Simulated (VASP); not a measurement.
BaTiO3:

```
CELL_PARAMETERS angstrom
4.05872 0.00000 0.00000
0.00000 4.05872 0.00000
0.00000 0.00000 4.05872
ATOMIC_POSITIONS crystal
Ba 0.50000 0.50000 0.50000
Ti 0.00000 0.00000 0.00000
O 0.00000 0.00000 0.50000
O 0.00000 0.50000 0.00000
O 0.50000 0.00000 0.00000
```

Base run:

```yaml
Program: VASP 6.6.1
Functional: PBE
Potentials_or_basis: VASP PAW PBE potentials, release 64 (Ba_sv, Ti_sv, O)
Cutoff: 520 eV
k_mesh: 7 × 7 × 7
Occupations: fermi-dirac, width 0.05 eV
Spin: no spin polarisation
```

Its results: band gap on the k mesh 1.72 eV, indirect (least direct gap 1.84 eV); pressure -2.9 GPa.

**Question.** The run is repeated on the same cell with these changes: functional from PBE to r2SCAN. What comes out?

**Answer.** Band gap on the k mesh 2.09 eV, indirect (least direct gap 2.23 eV); pressure -6.1 GPa.

r2SCAN gives the wider gap, since meta-GGAs in the generalised Kohn-Sham scheme recover part of the derivative discontinuity.

Caveats: spin-orbit coupling is left out, which moves the levels of the heavy elements; the PAW data sets were made with another functional, which shifts forces and pressure a little (some runs).

A k mesh can miss the band edges.
